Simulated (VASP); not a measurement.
TaN:

```
CELL_PARAMETERS angstrom
2.52192 0.00000 0.00000
-1.26096 2.18405 0.00000
0.00000 0.00000 5.11689
ATOMIC_POSITIONS crystal
Ta 0.33333 0.66667 0.87091
N 0.66667 0.33333 0.58688
```

| Property | Result |
| --- | --- |
| Program | VASP 6.6.1 |
| Task | relaxation of cell and atoms |
| Functional | PBE |
| Potentials or basis | VASP PAW PBE potentials, release 64 (Ta_pv, N) |
| Cutoff | 600 eV |
| k mesh | 6 × 6 × 4 |
| Occupations | gaussian, width 0.1 eV |
| Spin | no spin polarisation |

At the start: pressure 50.2 GPa; volume 14.09 Å³/atom.

Where does the relaxation end?

Over 22 steps the energy falls by 2346.5 meV/atom and the volume is 16.00 Å³/atom (+13.5 %); space group P-6m2 (No. 187, to 0.05 Å).

Step by step:
```csv
step,energy change (eV),largest force (eV/Å),pressure (GPa),volume (Å³)
1,0.0000,1.3423,50.21,28.18
2,-1.4665,4.7509,-35.07,47.54
3,-2.6784,4.5301,-18.78,38.63
4,-4.1627,0.3823,-5.33,34.37
5,-4.2266,0.3586,-3.51,33.69
6,-4.3801,0.6807,-0.67,32.22
7,-4.2833,0.9373,5.41,28.85
8,-4.4515,0.9788,-0.12,31.06
9,-4.4457,1.0987,2.42,29.99
10,-4.4638,1.1348,1.41,30.37
11,-4.5838,0.6330,7.09,30.95
12,-4.5878,0.5096,8.46,31.08
13,-4.6443,0.4352,1.95,32.23
14,-4.6566,0.3841,-2.38,33.07
15,-4.6673,0.3205,-2.13,32.95
16,-4.6878,0.0958,-1.52,32.58
17,-4.6747,0.3512,-0.89,31.84
18,-4.6914,0.0446,-1.23,32.34
19,-4.6920,0.0245,0.80,32.04
20,-4.6923,0.0318,0.05,32.15
21,-4.6928,0.0201,0.04,32.08
22,-4.6930,0.0074,0.04,32.00
```

Final structure:
```
Ta N
1.0
     3.40940    0.00000    0.00000
    -1.70470    2.95263    0.00000
     0.00000    0.00000    3.17880
Ta N
1 1
Direct
  0.33333 0.66667 0.72860
  0.66667 0.33333 0.72920
```

Caveat: the k points lie up to 0.49 Å⁻¹ apart in the final cell.
